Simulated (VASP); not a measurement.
# Ge (I4_1/amd) in VASP: a series of runs, part 2 of 2

VASP 6.6.1. The steps go on from the part before.

## 3. Single point, PBEsol (strain +0.000 along x and y, -0.030 along z)

INCAR reads:

```
ALGO = Normal
EDIFF = 1E-6
ENCUT = 520
GGA = PS
ISIF = 2
ISMEAR = 0
LASPH = True
LCHARG = False
LREAL = False
LWAVE = False
NBANDS = 21
NELM = 60
PREC = Accurate
SIGMA = 0.15
```

KPOINTS reads:

```
k-points
0
Gamma
  18 18 18
```

POSCAR reads:

```
Ge
1.0
    0.0000000000      2.8378807265      2.7527443047
    2.8378807265      0.0000000000      2.7527443047
    2.8378807265      2.8378807265      0.0000000000
Ge
2
Direct
    0.5000000000      0.5000000000      0.5000000000
    0.7500000000      0.7500000000      0.7500000000
```

Potentials or basis: VASP PAW PBE potentials, release 64 (Ge_d).

Run with:

```console
cat potpaw_PBE.64/Ge_d/POTCAR > POTCAR
mpirun -np 1 vasp_std > vasp.out
```

OUTCAR:

```text
EDIFF = 1E-6
   ENCUT = 520
   GGA = PS
   ISIF = 2
   ISMEAR = 0
   LASPH = True
   LREAL = False
   NELM = 60
   PREC = Accurate

 ion  position               nearest neighbor table
   1  0.500  0.500  0.500-   2 2.43   2 2.43   2 2.43   2 2.43
   2  0.750  0.750  0.750-   1 2.43   1 2.43   1 2.43   1 2.43

  LATTYP: Found a body centered tetragonal cell.
 ALAT       =     4.0133694118
 C/A-ratio  =     1.3717871555

  Lattice vectors:

 A1 = (   0.0000000000,  -2.8378807265,  -2.7527443047)
 A2 = (   0.0000000000,   2.8378807265,  -2.7527443047)
 A3 = (   2.8378807265,   0.0000000000,   2.7527443047)

Analysis of symmetry for initial positions (statically):
=====================================================================
 Subroutine PRICEL returns:
 Original cell was already a primitive cell.

 Routine SETGRP: Setting up the symmetry group for a
 body centered tetragonal supercell.

 Subroutine GETGRP returns: Found 16 space group operations
 (whereof  8 operations were pure point group operations)
 out of a pool of 16 trial point group operations.

The static configuration has the point symmetry D_2d.
 The point group associated with its full space group is D_4h.

Analysis of symmetry for dynamics (positions and initial velocities):
=====================================================================
 Subroutine PRICEL returns:
 Original cell was already a primitive cell.

 Routine SETGRP: Setting up the symmetry group for a
 body centered tetragonal supercell.

 Subroutine GETGRP returns: Found 16 space group operations
 (whereof  8 operations were pure point group operations)
 out of a pool of 16 trial point group operations.

The dynamic configuration has the point symmetry D_2d.
 The point group associated with its full space group is D_4h.

 Subroutine INISYM returns: Found 16 space group operations
[... 111 lines left out ...]
   EFERMI =   0.00;   METHOD = LEGACY
   ISMEAR =     0;   SIGMA  =   0.15  broadening in eV -4-tet -1-fermi 0-gaus
   EFERMI_NEDOS =   21; number of points for ismear=-14 and -15
   IALGO  =     38    algorithm
   IMIX   =      4    mixing-type and parameters
     AMIX     =   0.40;   BMIX     =  1.00
     AMIX_MAG =   1.60;   BMIX_MAG =  1.00
  volume/ion in A,a.u.               =      22.17       149.61
  Fermi-wavevector in a.u.,A,eV,Ry     =   1.404536  2.654188 26.840494  1.972721
  Thomas-Fermi vector in A             =   2.527088
   LORBIT       =      0    0 simple, 1 ext, 2 COOP (PROOUT), +10 PAW based schemes
   GGA     = PS    functional components
   LHFCALC =     F    Hartree Fock is set to
   AEXX    =    0.0000 exact exchange contribution
   IVDW    =     0    specifies the selected vdW correction
   LEPSILON=     F    determine dielectric tensor
   LRPA    =     F    only Hartree local field effects (RPA)
 non-spin polarized calculation
 Gauss-broadening in eV      SIGMA  =   0.15
  energy-cutoff  :      520.00
  volume of cell :       44.34
 maximum number of plane-waves:      1221
 NGX is ok and might be reduce to    30
   NGX = 15   NGY = 15   NGZ = 15

 number of electron      28.0000017 magnetization

 Free energy of the ion-electron system (eV)
  ---------------------------------------------------
  ext. energy  EPLUGINS =         0.00000000
  ---------------------------------------------------
  free energy    TOTEN  =        -9.86025506 eV

  energy without entropy =       -9.85988942  energy(sigma->0) =       -9.86007224

 E-fermi :   5.1679     XC(G=0): -10.2299

 val. band max:        5.0669233452   @ k =   0.0556  -0.0000   0.0000
 cond. band min:       5.2215989916   @ k =   0.0000   0.0000   0.0000
 fundamental gap:      0.1546756464
 Fermi energy:         5.1678740950

 k-point     1 :       0.0000    0.0000    0.0000
  band No.  band energies     occupation
      1     -19.7321      2.00000
      2     -19.7238      2.00000
      3     -19.7238      2.00000
      4     -19.6901      2.00000
      5     -19.6865      2.00000
      6     -19.4695      2.00000
[... 565 lines left out ...]
     20      13.0009      0.00000
     21      14.1703      0.00000

 [... further k-points ...]

------------------------ aborting loop because EDIFF is reached ----------------------------------------

  FORCE on cell =-STRESS in cart. coord.  units (eV):
  Direction    XX          YY          ZZ          XY          YZ          ZX
  --------------------------------------------------------------------------------------
  -------------------------------------------------------------------------------------
  Total        0.3932943      0.3932943      0.9714457      0.0000000      0.0000000      0.0000000
  in kB       14.2116361     14.2116361     35.1030576      0.0000000      0.0000000      0.0000000
  external PRESSURE =      21.1754433 kB  Pullay stress =       0.0000000 kB

 VOLUME and BASIS-vectors are now :
 -----------------------------------------------------------------------------
  energy-cutoff  :      520.00
  volume of cell :       44.34
      direct lattice vectors                 reciprocal lattice vectors
     0.000000000  2.837880726  2.752744305    -0.176187813  0.176187813  0.181636921
     2.837880726  0.000000000  2.752744305     0.176187813 -0.176187813  0.181636921
     2.837880726  2.837880726  0.000000000     0.176187813  0.176187813 -0.181636921

 POSITION                                       TOTAL-FORCE (eV/Angst)
 -----------------------------------------------------------------------------------
      2.83788      2.83788      2.75274        -0.000000     -0.000000      0.000000
      4.25682      4.25682      4.12912         0.000000      0.000000      0.000000
 -----------------------------------------------------------------------------------
    total drift:                                0.000000     -0.000000     -0.000000

  FREE ENERGIE OF THE ION-ELECTRON SYSTEM (eV)
  ---------------------------------------------------
  free  energy   TOTEN  =        -9.8602550610 eV

  energy  without entropy=       -9.8598894204  energy(sigma->0) =       -9.86007224
```

stdout:

```text
POSCAR found type information on POSCAR Ge
 POSCAR found :  1 types and       2 ions
 scaLAPACK will be used
 -----------------------------------------------------------------------------
|                                                                             |
|                                                                             |
|     You enforced a specific xc type in the INCAR file but a different       |
|     I HOPE YOU KNOW WHAT YOU ARE DOING!                                     |
|                                                                             |
 -----------------------------------------------------------------------------

 LDA part: xc-table for (Slater+PW92), standard interpolation
 POSCAR, INCAR and KPOINTS ok, starting setup
 FFT: planning ... GRIDC
 FFT: planning ... GRID_SOFT
 FFT: planning ... GRID
 WAVECAR not read
 entering main loop
```

Run time: 3.7 min. Hardware: 1 thread of Intel Xeon Platinum 8488C (Sapphire Rapids), shared host; peak memory 0.44 GiB.

Results:

```yaml
Free_energy: -9.8603 eV
Pressure: 2.1 GPa
Band_gap_on_the_k_mesh: 0.02 eV (least direct gap 0.02 eV)
```

Stress tensor (GPa, compression positive):
```
1.42 0.00 0.00
0.00 1.42 0.00
0.00 0.00 3.51
```

Caveat: the cell differs from its parent crystal (strain +0.000 along x and y, -0.030 along z); the smearing spreads over this small gap; semilocal functionals underestimate gaps, and a narrow one can read as zero; the PAW data sets were made with another functional, which shifts forces and pressure a little.

## 4. Single point, PBEsol (strain -0.030 along x and y, +0.000 along z)

INCAR reads:

```
PREC = Accurate ; ENCUT = 520
EDIFF = 1E-6 ; ISMEAR = 0
SIGMA = 0.15 ; LREAL = F
LASPH = T ; NELM = 60
ALGO = Normal ; ISIF = 2
LWAVE = F ; LCHARG = F
GGA = PS ; NBANDS = 21
```

KPOINTS reads:

```
Automatic mesh
0
Gamma
  18 18 18
```

POSCAR reads:

```
Ge
1.0
    0.0000000000      2.7527443047      2.8378807265
    2.7527443047      0.0000000000      2.8378807265
    2.7527443047      2.7527443047      0.0000000000
Ge
2
Direct
    0.5000000000      0.5000000000      0.5000000000
    0.7500000000      0.7500000000      0.7500000000
```

Potentials or basis: VASP PAW PBE potentials, release 64 (Ge_d).

Run with:

```console
cat potpaw_PBE.64/Ge_d/POTCAR > POTCAR
mpirun -np 1 vasp_std > vasp.out
```

OUTCAR:

```text
PREC = Accurate
   ENCUT = 520
   EDIFF = 1E-6
   ISMEAR = 0
   LREAL = F
   LASPH = T
   NELM = 60
   ISIF = 2
   GGA = PS

 ion  position               nearest neighbor table
   1  0.500  0.500  0.500-   2 2.41   2 2.41   2 2.41   2 2.41
   2  0.750  0.750  0.750-   1 2.41   1 2.41   1 2.41   1 2.41

  LATTYP: Found a body centered tetragonal cell.
 ALAT       =     3.8929683295
 C/A-ratio  =     1.4579521262

  Lattice vectors:

 A1 = (  -2.7527443047,   0.0000000000,   2.8378807265)
 A2 = (   2.7527443047,   0.0000000000,   2.8378807265)
 A3 = (   0.0000000000,   2.7527443047,  -2.8378807265)

Analysis of symmetry for initial positions (statically):
=====================================================================
 Subroutine PRICEL returns:
 Original cell was already a primitive cell.

 Routine SETGRP: Setting up the symmetry group for a
 body centered tetragonal supercell.

 Subroutine GETGRP returns: Found 16 space group operations
 (whereof  8 operations were pure point group operations)
 out of a pool of 16 trial point group operations.

[... 160 lines left out ...]
  ---------------------------------------------------
  free energy    TOTEN  =        -9.83151625 eV

  energy without entropy =       -9.83127922  energy(sigma->0) =       -9.83139773

 E-fermi :   5.5230     XC(G=0): -10.3763

 val. band max:        5.4602726485   @ k =   0.0000   0.0000   0.0000
 cond. band min:       5.6404710177   @ k =   0.5000  -0.0000   0.0000
 fundamental gap:      0.1801983692
 Fermi energy:         5.5230097150

 k-point     1 :       0.0000    0.0000    0.0000
  band No.  band energies     occupation
      1     -19.4701      2.00000
      2     -19.4701      2.00000
      3     -19.4611      2.00000
      4     -19.4285      2.00000
      5     -19.4242      2.00000
      6     -19.1943      2.00000
[... 565 lines left out ...]
     20      13.5113      0.00000
     21      14.4010      0.00000

 [... further k-points ...]

------------------------ aborting loop because EDIFF is reached ----------------------------------------

  FORCE on cell =-STRESS in cart. coord.  units (eV):
  Direction    XX          YY          ZZ          XY          YZ          ZX
  --------------------------------------------------------------------------------------
  -------------------------------------------------------------------------------------
  Total        1.4604727      1.4604727      0.8150582      0.0000000      0.0000000      0.0000000
  in kB       54.4061704     54.4061704     30.3629048      0.0000000      0.0000000      0.0000000
  external PRESSURE =      46.3917485 kB  Pullay stress =       0.0000000 kB

 VOLUME and BASIS-vectors are now :
 -----------------------------------------------------------------------------
  energy-cutoff  :      520.00
  volume of cell :       43.01
      direct lattice vectors                 reciprocal lattice vectors
     0.000000000  2.752744305  2.837880726    -0.181636921  0.181636921  0.176187813
     2.752744305  0.000000000  2.837880726     0.181636921 -0.181636921  0.176187813
     2.752744305  2.752744305  0.000000000     0.181636921  0.181636921 -0.176187813

 POSITION                                       TOTAL-FORCE (eV/Angst)
 -----------------------------------------------------------------------------------
      2.75274      2.75274      2.83788         0.000000      0.000000     -0.000000
      4.12912      4.12912      4.25682        -0.000000     -0.000000      0.000000
 -----------------------------------------------------------------------------------
    total drift:                                0.000000     -0.000000     -0.000000

  FREE ENERGIE OF THE ION-ELECTRON SYSTEM (eV)
  ---------------------------------------------------
  free  energy   TOTEN  =        -9.8315162485 eV

  energy  without entropy=       -9.8312792183  energy(sigma->0) =       -9.83139773
```

Wall time 3.2 min (1 thread of Intel Xeon 6975P-C (Granite Rapids), shared host); peak memory 0.43 GiB.

Results:

```
Free energy            : -9.8315 eV
Pressure               : 4.6 GPa
Band gap on the k mesh : 0.18 eV (least direct gap 0.38 eV)
```

Levels at points of the mesh, in eV from the valence-band top:
```tsv
k point	band 10	band 11	band 12	band 13	band 14	band 15	band 16	band 17	band 18	band 19
(0.00, 0.00, 0.00)	-24.62	-13.29	-0.25	0.00	0.00	0.38	2.42	2.42	2.57	6.26
(0.50, 0.00, 0.00)	-24.59	-11.05	-7.96	-1.72	-1.43	0.18	3.57	3.76	6.91	10.62
(0.50, 0.50, 0.00)	-24.57	-9.30	-9.30	-3.20	-3.20	0.68	0.68	9.82	9.82	11.86
(0.50, 0.00, 0.50)	-24.59	-9.13	-9.13	-3.43	-3.43	0.43	0.43	9.78	9.78	11.89
```

Caveat: the cell differs from its parent crystal (strain -0.030 along x and y, +0.000 along z); the cell stands under pressure; semilocal functionals underestimate gaps, and a narrow one can read as zero; the PAW data sets were made with another functional, which shifts forces and pressure a little. A k mesh can miss the band edges.

## 5. Single point, PBEsol (strain -0.015 along x and y, -0.030 along z)

INCAR reads:

```
ALGO = Normal ; EDIFF = 1E-7
ENCUT = 520 ; GGA = PS
ISIF = 2 ; ISMEAR = 0
LASPH = True ; LCHARG = True
LELF = True ; LREAL = False
LVHAR = True ; LWAVE = False
NBANDS = 21 ; NELM = 100
PREC = Accurate ; SIGMA = 0.15
```

KPOINTS reads:

```
k-points
0
Gamma
  18 18 18
```

POSCAR reads:

```
Ge
1.0
    0.0000000000      2.7953125156      2.7527443047
    2.7953125156      0.0000000000      2.7527443047
    2.7953125156      2.7953125156      0.0000000000
Ge
2
Direct
    0.5000000000      0.5000000000      0.5000000000
    0.7500000000      0.7500000000      0.7500000000
```

Run with:

```console
cat potpaw_PBE.64/Ge_d/POTCAR > POTCAR
mpirun -np 1 vasp_std > vasp.out
```

Run time: 4.1 min. Hardware: 1 thread of Intel Xeon 6975P-C (Granite Rapids), shared host; peak memory 0.43 GiB.

Results (log left out):

| Item | Value |
| --- | --- |
| Free energy | -9.8367 eV |
| Pressure | 4.6 GPa |
| Band gap on the k mesh | 0.20 eV (least direct gap 0.39 eV) |

Stress tensor (GPa, compression positive):
```
4.26 0.00 0.00
0.00 4.26 0.00
0.00 0.00 5.37
```

Levels at points of the mesh, in eV from the valence-band top:
```
           k point  band 11  band 12  band 13  band 14  band 15  band 16  band 17  band 18
(0.00, 0.00, 0.00)   -13.28    -0.12    -0.12     0.00     0.39     2.42     2.50     2.50
(0.50, 0.00, 0.00)   -11.05    -7.96    -1.64    -1.50     0.20     3.60     3.71     6.90
(0.50, 0.50, 0.00)    -9.13    -9.13    -3.43    -3.43     0.43     0.43     9.85     9.85
(0.50, 0.00, 0.50)    -9.21    -9.21    -3.31    -3.31     0.56     0.56     9.82     9.82
```

Caveat: the cell differs from its parent crystal (strain -0.015 along x and y, -0.030 along z); the cell stands under pressure; semilocal functionals underestimate gaps, and a narrow one can read as zero; the PAW data sets were made with another functional, which shifts forces and pressure a little.

## 6. Overview

```tsv
cell	gap on the mesh (eV)	pressure (GPa)
a = 4.015, b = 4.015, c = 3.893 Å, angles 61.0, 61.0, 58.0°, 2 atoms	none	2.2
a = 3.954, b = 3.954, c = 4.013 Å, angles 59.5, 59.5, 61.0°, 2 atoms	0.02	2.1
a = 3.954, b = 3.954, c = 3.893 Å, angles 60.5, 60.5, 59.0°, 2 atoms	0.18	4.6
a = 3.923, b = 3.923, c = 3.953 Å, angles 59.7, 59.7, 60.5°, 2 atoms	0.20	4.6
```

Alike in all rows: task single point; level PBEsol; potentials or basis VASP PAW PBE potentials, release 64 (Ge_d); no spin polarisation; k mesh 18 × 18 × 18; cutoff (eV) 520; smearing gaussian 0.15 eV.

Caveats: semilocal functionals underestimate gaps, and a narrow one can read as zero; the PAW data sets were made with another functional, which shifts forces and pressure a little; the cell stands under pressure (at least some runs); the smearing spreads over this small gap (at least some runs).

Total energies depend on the potentials used, so only differences within one code and one set of settings carry meaning.

The gap in the log of VASP goes by the Fermi energy; the results here count the filled bands.